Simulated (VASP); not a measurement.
## BaHfO3: single point with r2SCAN

BaHfO3:

```
Ba Hf O
1.0
     4.17705    0.00000    0.00000
     0.00000    4.17705    0.00000
     0.00000    0.00000    4.17705
Ba Hf O
1 1 3
Direct
  0.50000 0.50000 0.99800
  0.00000 0.00000 0.49799
  0.00000 0.50000 0.49801
  0.50000 0.00000 0.49801
  0.00000 0.00000 0.99800
```

```
Program             : VASP 6.6.1
Task                : single point
Functional          : r2SCAN
Potentials or basis : VASP PAW PBE potentials, release 64 (Ba_sv, Hf_pv, O)
Cutoff              : 520 eV
k mesh              : 6 × 6 × 6
Occupations         : fermi-dirac, width 0.02 eV
Spin                : no spin polarisation
```

```yaml
Pressure: -0.7 GPa
Band_gap_on_the_k_mesh: 4.11 eV, indirect (least direct gap 4.35 eV)
```

Levels at points of the mesh, in eV from the valence-band top:
| k point | band 15 | band 16 | band 17 | band 18 | band 19 | band 20 | band 21 | band 22 | band 23 | band 24 |
| --- | --- | --- | --- | --- | --- | --- | --- | --- | --- | --- |
| (0.00, 0.00, 0.00) | -1.00 | -1.00 | -0.24 | -0.24 | -0.24 | 4.11 | 4.11 | 4.11 | 5.22 | 5.22 |
| (0.50, 0.00, 0.00) | -1.72 | -1.72 | -1.68 | -0.57 | -0.57 | 4.66 | 6.87 | 6.87 | 7.03 | 7.38 |
| (0.00, 0.00, 0.50) | -1.72 | -1.72 | -1.68 | -0.57 | -0.57 | 4.66 | 6.87 | 6.87 | 7.03 | 7.38 |
| (0.50, 0.50, 0.00) | -2.40 | -1.10 | -0.94 | -0.94 | -0.08 | 6.78 | 6.78 | 7.24 | 7.45 | 8.69 |
| (0.00, 0.50, 0.50) | -2.40 | -1.10 | -0.94 | -0.94 | -0.08 | 6.77 | 6.78 | 7.24 | 7.45 | 8.69 |
| (0.50, 0.50, 0.50) | -2.53 | -2.53 | 0.00 | 0.00 | 0.00 | 6.67 | 6.67 | 6.67 | 8.36 | 8.36 |

It took 84 s on 1 thread of Intel(R) Xeon(R) 6975P-C (Granite Rapids), on a shared host, peak memory 0.24 GiB.

Caveat: the PAW data sets were made with another functional, which shifts forces and pressure a little; spin-orbit coupling is left out, which moves the levels of the heavy elements. A k mesh can miss the band edges.
